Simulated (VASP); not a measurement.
# Os: single point with PBEsol

Os:

```xyz
4
Lattice="1.3650 -4.7197 0.0000 1.3650 4.7197 0.0000 0.0000 0.0000 4.6513" Properties=species:S:1:pos:R:3 pbc="T T T"
Os    1.3650    3.5275    4.5740
Os    1.3650   -1.1923    2.4029
Os    1.3650   -3.5275    0.0773
Os    1.3650    1.1923    2.2484
```

```json
{
  "Program": "VASP 6.6.1",
  "Task": "single point",
  "Functional": "PBEsol",
  "Potentials or basis": "VASP PAW PBE potentials, release 64 (Os)",
  "Cutoff": "520 eV",
  "k mesh": "18 × 18 × 10",
  "Occupations": "gaussian, width 0.1 eV",
  "Spin": "no spin polarisation",
  "Dipole correction": "no",
  "Further INCAR settings": "ALGO = Fast; EDIFF = 1e-06; NBANDS = 24"
}
```

```json
{"Pressure": "0.1 GPa", "Largest force": "0.106 eV/Å", "Band gap on the k mesh": "zero (bands 16 and 17 overlap by 2.02 eV)"}
```

Forces in eV/Å, atoms in the order of the input:
```
Os   0.000  0.104 -0.021
Os   0.000  0.104  0.021
Os   0.000 -0.104  0.021
Os   0.000 -0.104 -0.021
```

Stress tensor (GPa, compression positive):
```
 0.48  0.00  0.00
 0.00 -0.33  0.00
 0.00  0.00  0.29
```

Levels at points of the mesh, in eV from the Fermi level:
| k point | band 12 | band 13 | band 14 | band 15 | band 16 | band 17 | band 18 | band 19 | band 20 | band 21 |
| --- | --- | --- | --- | --- | --- | --- | --- | --- | --- | --- |
| (0.00, 0.00, 0.00) | -0.90 | -0.80 | -0.68 | -0.68 | -0.46 | -0.09 | 0.31 | 0.49 | 1.80 | 3.01 |
| (0.50, 0.00, 0.00) | -2.53 | -1.57 | -1.57 | -0.45 | -0.45 | 0.59 | 0.59 | 2.44 | 2.44 | 4.53 |
| (0.50, 0.50, 0.00) | -2.01 | -1.99 | -1.57 | -1.54 | -0.78 | 0.56 | 1.52 | 2.37 | 2.75 | 3.13 |
| (0.00, 0.00, 0.50) | -1.58 | -1.15 | -1.15 | -0.70 | -0.70 | 0.03 | 0.03 | 0.79 | 0.79 | 0.84 |
| (0.50, 0.00, 0.50) | -1.44 | -0.71 | -0.71 | 1.15 | 1.15 | 2.64 | 2.64 | 2.91 | 2.91 | 4.35 |
| (0.50, 0.50, 0.50) | -2.29 | -1.68 | -1.68 | -1.25 | -1.25 | -0.75 | -0.75 | 0.69 | 0.69 | 0.98 |

Wall time 23 min on 1 thread of Intel(R) Xeon(R) Platinum 8488C (Sapphire Rapids) (shared host), peak memory 0.7 GiB.

Caveat: the PAW data sets were made with another functional, which shifts forces and pressure a little; spin-orbit coupling is left out, which moves the levels of the heavy elements.
